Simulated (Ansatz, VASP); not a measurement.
One calculation of Mg3ZrN, two programs

```xyz
5
Lattice="4.9896 0.0000 0.0000 -2.4948 4.3211 0.0000 0.0000 0.0000 7.0189" Properties=species:S:1:pos:R:3 pbc="T T T"
Mg    0.0000    2.8808    2.0259
Mg    2.4948    1.4404    2.0259
Mg    0.0000    0.0000    3.7655
Zr    0.0000    0.0000    0.5069
N     0.0000    0.0000    5.7155
```

Alike in both runs: functional PBE; k mesh 6 × 6 × 2; occupations gaussian, width 0.1 eV; no spin polarisation.

Ansatz relaxed the structure, and its values are those at the end. VASP's run is a single point on that final structure, the one shown.

|  | VASP | Ansatz |
| --- | --- | --- |
| version | VASP 6.6.1 | Ansatz 0.2.0 |
| potentials or method | VASP PAW PBE potentials, release 64 (Mg_sv, Zr_sv, N), cutoff 840 eV | scalar-relativistic, plane waves, PAW |
| valence electrons in the cell | 47 | 47 |

```csv
,VASP,Ansatz,Ansatz less VASP
gap on the k mesh at the Fermi level (eV),none,none,-
pressure (GPa),0.2,0.2,+0.06
rms of the force components (eV/Å),0.042,0.005,-0.0367
```

A gap of «none» marks a metal or a gap that the smearing closes. With one functional, cell and mesh, what is left measures potentials, basis and numerics.

The k mesh is coarse, so the values compare programs but aren't converged.
